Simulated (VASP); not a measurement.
# HfC (P4/mmm) in VASP: notebook, part 2 of 2

VASP 6.6.1.

## Step 3: Relaxation of cell and atoms, PBE

INCAR reads:

```
SYSTEM = HfC
ALGO = Normal ; EDIFF = 1E-6
EDIFFG = -0.01 ; ENCUT = 600
GGA = PE ; IBRION = 2
ISIF = 3 ; ISMEAR = 0
LASPH = .TRUE. ; LCHARG = .FALSE.
LREAL = .FALSE. ; LWAVE = .FALSE.
NELM = 100 ; NSW = 100
PREC = Accurate ; SIGMA = 0.1
```

KPOINTS reads:

```
k-points
0
G
  18 18 14
  0 0 0
```

POSCAR reads:

```
HfC
1.0
    3.1469743008      0.0000000000      0.0000000000
    0.0000000000      3.1469743008      0.0000000000
    0.0000000000      0.0000000000      3.9206523138
Hf C
1 1
Direct
    0.0000000000      0.0000000000      0.0000000000
    0.5000000000      0.5000000000      0.0000000000
```

Potentials or basis: VASP PAW PBE potentials, release 64 (Hf_pv, C).

On the command line:

```sh
cat potpaw_PBE.64/Hf_pv/POTCAR potpaw_PBE.64/C/POTCAR > POTCAR
mpirun -np 1 vasp_std > vasp.out
```

OUTCAR:

```text
SYSTEM = HfC
   EDIFF = 1E-6
   EDIFFG = -0.01
   ENCUT = 600
   GGA = PE
   IBRION = 2
   ISIF = 3
   ISMEAR = 0
   LASPH = .TRUE.
   LREAL = .FALSE.
   NELM = 100
   NSW = 100
   PREC = Accurate

 ion  position               nearest neighbor table
   1  0.000  0.000  0.000-   2 2.23   2 2.23   2 2.23   2 2.23
   2  0.500  0.500  0.000-   1 2.23   1 2.23   1 2.23   1 2.23

  LATTYP: Found a simple tetragonal cell.
 ALAT       =     3.1469743008
 C/A-ratio  =     1.2458482145

  Lattice vectors:

 A1 = (   3.1469743008,   0.0000000000,   0.0000000000)
 A2 = (   0.0000000000,   3.1469743008,   0.0000000000)
 A3 = (   0.0000000000,   0.0000000000,   3.9206523138)

Analysis of symmetry for initial positions (statically):
=====================================================================
 Subroutine PRICEL returns:
 Original cell was already a primitive cell.

 Routine SETGRP: Setting up the symmetry group for a
 simple tetragonal supercell.

 Subroutine GETGRP returns: Found 16 space group operations
 (whereof 16 operations were pure point group operations)
 out of a pool of 16 trial point group operations.

The static configuration has the point symmetry D_4h.

Analysis of symmetry for dynamics (positions and initial velocities):
=====================================================================
 Subroutine PRICEL returns:
 Original cell was already a primitive cell.

 Routine SETGRP: Setting up the symmetry group for a
 simple tetragonal supercell.

 Subroutine GETGRP returns: Found 16 space group operations
 (whereof 16 operations were pure point group operations)
 out of a pool of 16 trial point group operations.

The dynamic configuration has the point symmetry D_4h.

 Subroutine INISYM returns: Found 16 space group operations
 (whereof 16 operations are pure point group operations),
 and found     1 'primitive' translations

----------------------------------------------------------------------------------------

                                     Primitive cell

  volume of cell :      38.8280

  direct lattice vectors                    reciprocal lattice vectors
     3.146974301  0.000000000  0.000000000     0.317765544  0.000000000  0.000000000
     0.000000000  3.146974301  0.000000000     0.000000000  0.317765544  0.000000000
     0.000000000  0.000000000  3.920652314     0.000000000  0.000000000  0.255059597

  length of vectors
     3.146974301  3.146974301  3.920652314     0.317765544  0.317765544  0.255059597

  position of ions in fractional coordinates (direct lattice)
     0.000000000  0.000000000  0.000000000
     0.500000000  0.500000000  0.000000000

  ion indices of the primitive-cell ions
   primitive index   ion index
                 1           1
                 2           2

----------------------------------------------------------------------------------------

 KPOINTS: k-points

Automatic generation of k-mesh.
[... 65 lines left out ...]
   NELM   =    100;   NELMIN=  2; NELMDL= -5     # of ELM steps
   EDIFF  = 0.1E-05   stopping-criterion for ELM
   LREAL  =      F    real-space projection
   EDIFFG = -.1E-01   stopping-criterion for IOM
   NSW    =    100    number of steps for IOM
   IBRION =      2    ionic relax: 0-MD 1-quasi-New 2-CG
   NFREE  =      1    steps in history (QN), initial steepest desc. (CG)
   ISIF   =      3    stress and relaxation
   ISYM   =      2    0-nonsym 1-usesym 2-fastsym
   POTIM  = 0.5000    time-step for ionic-motion
   TEBEG  =    0.0;   TEEND  =   0.0 temperature during run
   PSTRESS=    0.0 pullay stress
   NELECT =      14.0000    total number of electrons
   NUPDOWN=      -1.0000    fix difference up-down
   EMIN   =  10.00;   EMAX   =-10.00  energy-range for DOS
   EFERMI =   0.00;   METHOD = LEGACY
   ISMEAR =     0;   SIGMA  =   0.10  broadening in eV -4-tet -1-fermi 0-gaus
   EFERMI_NEDOS =   21; number of points for ismear=-14 and -15
   IALGO  =     38    algorithm
   IMIX   =      4    mixing-type and parameters
     AMIX     =   0.40;   BMIX     =  1.00
     AMIX_MAG =   1.60;   BMIX_MAG =  1.00
  volume/ion in A,a.u.               =      19.41       131.01
  Fermi-wavevector in a.u.,A,eV,Ry     =   1.165206  2.201919 18.472689  1.357704
  Thomas-Fermi vector in A             =   2.301734
   LORBIT       =      0    0 simple, 1 ext, 2 COOP (PROOUT), +10 PAW based schemes
   GGA     = PE    functional components
   LHFCALC =     F    Hartree Fock is set to
   AEXX    =    0.0000 exact exchange contribution
   IVDW    =     0    specifies the selected vdW correction
   LEPSILON=     F    determine dielectric tensor
   LRPA    =     F    only Hartree local field effects (RPA)
 conjugate gradient relaxation of ions
 non-spin polarized calculation
 Gauss-broadening in eV      SIGMA  =   0.10
  energy-cutoff  :      600.00
  volume of cell :       38.83
 maximum number of plane-waves:      1318
 NGX is ok and might be reduce to    28
   NGX = 13   NGY = 13   NGZ = 15

--------------------------------------- Ionic step        1  -------------------------------------------

 number of electron      14.0000001 magnetization

 Free energy of the ion-electron system (eV)
  ---------------------------------------------------
  ext. energy  EPLUGINS =         0.00000000
  ---------------------------------------------------
  free energy    TOTEN  =       -18.34733738 eV

  energy without entropy =      -18.34337343  energy(sigma->0) =      -18.34535540

------------------------ aborting loop because EDIFF is reached ----------------------------------------

  FORCE on cell =-STRESS in cart. coord.  units (eV):
  Direction    XX          YY          ZZ          XY          YZ          ZX
  --------------------------------------------------------------------------------------
  -------------------------------------------------------------------------------------
  Total       -0.0961795     -0.0961795     -0.0212518      0.0000000     -0.0000000      0.0000000
  in kB       -3.9687016     -3.9687016     -0.8769229      0.0000000     -0.0000000      0.0000000
  external PRESSURE =      -2.9381087 kB  Pullay stress =       0.0000000 kB
[... 89 lines left out ...]
  FREE ENERGIE OF THE ION-ELECTRON SYSTEM (eV)
  ---------------------------------------------------
  free  energy   TOTEN  =       -18.3474031416 eV

  energy  without entropy=      -18.3434542259  energy(sigma->0) =      -18.34542868

[... ionic steps 4 to 12 ...]

--------------------------------------- Ionic step       13  -------------------------------------------

 number of electron      14.0000000 magnetization

------------------------ aborting loop because EDIFF is reached ----------------------------------------
[... 67 lines left out ...]
--------------------------------------- Ionic step       15  -------------------------------------------

 number of electron      14.0000000 magnetization

 Free energy of the ion-electron system (eV)
  ---------------------------------------------------
  ext. energy  EPLUGINS =         0.00000000
  ---------------------------------------------------
  free energy    TOTEN  =       -18.34754002 eV

  energy without entropy =      -18.34338829  energy(sigma->0) =      -18.34546415

 E-fermi :   2.5346     XC(G=0):  -9.8705

 val. band max:        2.5344937484   @ k =   0.2778   0.2222   0.0714
 cond. band min:       2.5349314402   @ k =   0.3889   0.1667   0.0000
 fundamental gap:      0.0004376918
 Fermi energy:         2.5346058093

 k-point     1 :       0.0000    0.0000    0.0000
  band No.  band energies     occupation
      1     -27.8751      2.00000
      2     -27.0158      2.00000
      3     -27.0158      2.00000
      4      -8.1013      2.00000
      5       1.0328      2.00000
      6       2.2626      1.99988
      7       2.6659      0.06325
      8       4.0407      0.00000
      9       4.0407      0.00000
     10       7.0291      0.00000
     11       7.0291      0.00000
[... 309 lines left out ...]
 k-point    24 :       0.3333    0.1111    0.0000
  band No.  band energies     occupation
      1     -27.8344      2.00000
      2     -27.4106      2.00000
      3     -27.0247      2.00000
      4      -6.2461      2.00000
      5      -0.9208      2.00000
      6       1.0303      2.00000
      7       1.5680      2.00000
      8       2.1647      2.00000
      9       6.6414      0.00000
     10       7.2486      0.00000
     11       8.7852      0.00000

 [... further k-points ...]

------------------------ aborting loop because EDIFF is reached ----------------------------------------

  FORCE on cell =-STRESS in cart. coord.  units (eV):
  Direction    XX          YY          ZZ          XY          YZ          ZX
  --------------------------------------------------------------------------------------
  -------------------------------------------------------------------------------------
  Total       -0.0194620     -0.0194620      0.0013370      0.0000000      0.0000000      0.0000000
  in kB       -0.8144797     -0.8144797      0.0559523      0.0000000      0.0000000      0.0000000
  external PRESSURE =      -0.5243357 kB  Pullay stress =       0.0000000 kB
[... 17 lines left out ...]
  FREE ENERGIE OF THE ION-ELECTRON SYSTEM (eV)
  ---------------------------------------------------
  free  energy   TOTEN  =       -18.3475400175 eV

  energy  without entropy=      -18.3433882890  energy(sigma->0) =      -18.34546415

 reached required accuracy - stopping structural energy minimisation
```

CONTCAR:

```text
HfC
   1.00000000000000
     3.1462298445481482   -0.0000000000000000   -0.0000000000000001
    -0.0000000000000000    3.1462298445481482   -0.0000000000000001
     0.0000000000000002    0.0000000000000001    3.8675631229476068
  Hf              C
     1     1
Direct
     0.0000000000000000    0.0000000000000000    0.0000000000000000
     0.5000000000000000    0.5000000000000000    0.0000000000000000

  0.00000000E+00  0.00000000E+00  0.00000000E+00
  0.00000000E+00  0.00000000E+00  0.00000000E+00
```

It took 11 min on 1 thread of Intel Xeon Platinum 8488C (Sapphire Rapids), shared host; peak memory 0.4 GiB.

Results:

| Quantity | Value |
| --- | --- |
| Free energy | -18.3475 eV |
| Relaxed volume | 19.14 Å³/atom |
| Relaxed cell | a = 3.146 Å, b = 3.146 Å, c = 3.868 Å, α = 90.00°, β = 90.00°, γ = 90.00° |
| Space group after relaxing (to 0.05 Å) | P4/mmm (No. 123) |
| Energy gained by relaxing | 0.1 meV/atom |
| Ionic steps | 15 |
| Pressure after relaxing | -0.1 GPa |
| Band gap on the k mesh | zero (band 7 reaches 4.15 eV, above the bottom of band 8 at 1.78 eV) |

The path:
```
step  energy change (eV)  largest force (eV/Å)  pressure (GPa)  volume (Å³)
   1              0.0000                0.0000           -0.29        38.83
   2              0.0003                0.0000            0.65        38.63
   3             -0.0001                0.0000           -0.02        38.77
   4             -0.0001                0.0000           -0.02        38.77
   5             -0.0001                0.0000           -0.03        38.77
   6             -0.0001                0.0000           -0.03        38.75
   7             -0.0001                0.0000           -0.02        38.69
   8             -0.0002                0.0000            0.04        38.58
   9             -0.0002                0.0000            0.14        38.34
  10             -0.0002                0.0000            0.13        38.34
  11             -0.0002                0.0000            0.06        38.32
  12             -0.0002                0.0000           -0.08        38.29
  13             -0.0002                0.0000           -0.08        38.28
  14             -0.0002                0.0000           -0.06        38.29
  15             -0.0002                0.0000           -0.05        38.28
```

Final structure:
```yaml
crystal:
  lattice:
    - [3.14623, 0.00000, 0.00000]
    - [0.00000, 3.14623, 0.00000]
    - [0.00000, 0.00000, 3.86756]
  atoms:
    - { symbol: Hf, position: [0.00000, 0.00000, 0.00000] }
    - { symbol: C, position: [0.50000, 0.50000, 0.00000] }
```

Levels at points of the mesh, in eV from the Fermi level:
```csv
k point,band 5,band 6,band 7,band 8,band 9,band 10
"(0.00, 0.00, 0.00)",-1.50,-0.27,0.13,1.51,1.51,4.49
"(0.50, 0.00, 0.00)",-4.80,-2.24,-1.41,-0.03,4.97,5.49
"(0.50, 0.50, 0.00)",-0.63,-0.63,1.01,1.39,1.96,1.96
"(0.00, 0.00, 0.50)",-2.65,-0.10,1.62,1.62,3.70,3.73
"(0.50, 0.00, 0.50)",-4.46,-2.98,-2.18,2.78,4.26,4.37
"(0.50, 0.50, 0.50)",-0.23,-0.23,0.24,0.39,0.39,4.71
```

Caveat: spin-orbit coupling is left out, which moves the levels of the heavy elements.
